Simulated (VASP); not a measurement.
Here is a VASP 6.6.1 calculation.

File INCAR:

```
ALGO = Normal
EDIFF = 1E-6
ENCUT = 520
GGA = PS
ISIF = 2
ISMEAR = 0
LASPH = T
LCHARG = F
LREAL = F
LWAVE = F
NBANDS = 13
NELM = 80
PREC = Accurate
SIGMA = 0.15
```

Contents of KPOINTS:

```
k-points
0
Gamma
  14 14 12
```

Contents of POSCAR:

```
Ge
1.0
    1.3788254233     -2.5229675922     -0.0116705550
    1.3899622192      2.5290790385     -0.0240892534
   -0.0341758481     -0.0065130429      2.6324687216
Ge
1
Direct
    0.5000000000      0.5000000000      0.0000000000
```

Potentials or basis: VASP PAW PBE potentials, release 64 (Ge_d).

Run with:

```console
$ cat potpaw_PBE.64/Ge_d/POTCAR > POTCAR
$ mpirun -np 1 vasp_std > vasp.out
```

Estimate the pressure.

-0.1 GPa.

What does it give for the band gap on the k mesh?

Zero (band 7 reaches 13.91 eV, above the bottom of band 8 at 3.86 eV).

Stress tensor (GPa, compression positive):
```
 2.32 -0.04  1.32
-0.04 -2.11  0.21
 1.32  0.21 -0.40
```

Caveat: the PAW data sets were made with another functional, which shifts forces and pressure a little.
